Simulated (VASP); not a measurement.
N:

```xyz
4
Lattice="3.5804 0.0000 0.0000 -1.7902 3.1007 0.0000 0.0000 0.0000 7.6415" Properties=species:S:1:pos:R:3 pbc="T T T"
N     0.0000    2.0672    2.4573
N     0.0000    2.0672    1.3635
N     1.7902    1.0336    6.2780
N     1.7902    1.0336    5.1842
```

Base run:

- Program: VASP 6.6.1
- Functional: PBE
- Potentials or basis: VASP PAW PBE potentials, release 64 (N)
- Cutoff: 520 eV
- k mesh: 12 × 12 × 4
- Occupations: gaussian, width 0.01 eV
- Spin: no spin polarisation

Its results: band gap on the k mesh 7.03 eV (least direct gap 7.08 eV); pressure 4.9 GPa; largest force 3.131 eV/Å.

Q: The run is repeated on the same cell with these changes: functional from PBE to r2SCAN. What comes out?

A: Band gap on the k mesh 7.70 eV (least direct gap 7.75 eV); pressure 3.1 GPa; largest force 2.245 eV/Å.

Caveats: the standard files for N, O and F lose accuracy on very short bonds; the cell stands under pressure; this functional lacks dispersion, which holds the molecules together, so the pressure and a relaxed volume are unreliable (at least some runs); forces of over 1 eV/Å act on the atoms, so gaps and moduli don't describe the material at rest (at least some runs); the PAW data sets were made with another functional, which shifts forces and pressure a little (at least some runs).

A k mesh can miss the band edges.
